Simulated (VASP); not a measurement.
A run of VASP 6.6.1 is set up as follows.

The input INCAR:

```
PREC = Accurate
ENCUT = 520
EDIFF = 1E-6
ISMEAR = 0
SIGMA = 0.1
LREAL = F
LASPH = T
NELM = 60
ALGO = Normal
ISIF = 2
LWAVE = F
LCHARG = F
GGA = PE
NBANDS = 28
```

The input KPOINTS:

```
regular mesh
0
Gamma
  4 4 4
```

The input POSCAR:

```
HfZrS3
1.0
    4.1301333250      0.0000000000      0.0000000000
    0.0000000000      4.1301333250      0.0000000000
    0.0000000000      0.0000000000      6.0618046617
Zr Hf S
1 1 3
Direct
    0.0000000000      0.0000000000      0.4774690859
    0.0000000000      0.0000000000     -0.0084990688
    0.5000000000      0.0000000000      0.2265043501
    0.0000000000      0.5000000000      0.2265043501
    0.5000000000      0.5000000000      0.7252450127
```

Potentials or basis: VASP PAW PBE potentials, release 64 (Zr_sv, Hf_pv, S).

The run is started by

```sh
$ cat potpaw_PBE.64/Zr_sv/POTCAR potpaw_PBE.64/Hf_pv/POTCAR potpaw_PBE.64/S/POTCAR > POTCAR
$ mpirun -np 1 vasp_std > vasp.out
```

Question: Estimate the pressure.

Answer: -0.3 GPa.

Question: What does it give for the largest force?

Answer: 0.119 eV/Å.

Question: Predict the band gap on the k mesh.

Answer: Zero (bands 20 and 21 overlap by 1.35 eV).

Stress tensor (GPa, compression positive):
```
-0.30  0.00  0.00
 0.00 -0.30  0.00
 0.00  0.00 -0.44
```

Caveat: the k points lie up to 0.38 Å⁻¹ apart, too coarse for converged energies and pressures of a metal; spin-orbit coupling is left out, which moves the levels of the heavy elements.
